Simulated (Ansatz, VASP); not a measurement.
**Two plane-wave programs on HgTe**

The input INCAR:

```
ALGO     = Normal         # electronic algorithm
EDIFF    = 1E-8           # SCF threshold, eV
ENCUT    = 520            # plane-wave cutoff, eV
GGA      = CA             # functional
ISIF     = 2              # what is computed and relaxed
ISMEAR   = -1             # smearing method
LASPH    = True           # aspherical terms in the spheres
LCHARG   = False          # write CHGCAR
LEFG     = True         
LREAL    = False          # projectors in reciprocal space
LWAVE    = False          # write WAVECAR
NBANDS   = 16             # bands
NELM     = 80             # most SCF steps
PREC     = Accurate       # precision mode
SIGMA    = 0.03           # smearing width, eV
```

The input KPOINTS:

```
k-points
0
Gamma
  11 11 11
```

The input POSCAR:

```
HgTe
1.0
    0.0000000000      3.2018651199      3.2018651199
    3.2018651199      0.0000000000      3.2018651199
    3.2018651199      3.2018651199      0.0000000000
Hg Te
1 1
Direct
    0.0000000000      0.0000000000      0.0000000000
    0.7500000000      0.7500000000      0.7500000000
```

Input for Ansatz:

```yaml
crystal:
  lattice:
    - [0.0, 3.2018651199, 3.2018651199]
    - [3.2018651199, 0.0, 3.2018651199]
    - [3.2018651199, 3.2018651199, 0.0]
  atoms:
    - { symbol: Hg, position: [0.0, 0.0, 0.0] }
    - { symbol: Te, position: [0.75, 0.75, 0.75] }
kpoints:
  mp_grid: { grid: [11, 11, 11] }
scf:
  occupations: { method: fermi_dirac, width: 0.03 }
hamiltonian:
  xc: lda
  pseudopotentials: { kind: paw }
output:
  forces: true
  stress: true
  eigenvalues: true
  efg: { contact_densities: true }
  write_density: true
  write_potential: true
  elf: true
  volumetric_format: npy
```

Change from the starting cell: volume scaled by 0.98, PAW files.

Alike in both runs: task electric field gradients; functional LDA; k mesh 11 × 11 × 11; occupations fermi-dirac, width 0.03 eV; no spin polarisation.

```csv
,VASP,Ansatz
version,VASP 6.6.1,Ansatz 0.2.0
potentials or method,"VASP PAW LDA potentials, release 64 (Hg, Te)","PAW with Ansatz's default frozen-core files, scalar-relativistic"
plane-wave cutoff (eV),520,420
valence electrons in the cell,18,36
```

|  | VASP | Ansatz | Ansatz less VASP |
| --- | --- | --- | --- |
| pressure (GPa) | 1.0 | 0.7 | -0.29 |

LDA's correlation is that of Perdew and Zunger in VASP and of Perdew and Wang (1992) in Ansatz. VASP's potentials hold 18 valence electrons a cell and Ansatz's 36, so a difference there can come from the potentials and not from the codes.

Spin-orbit coupling is off throughout.
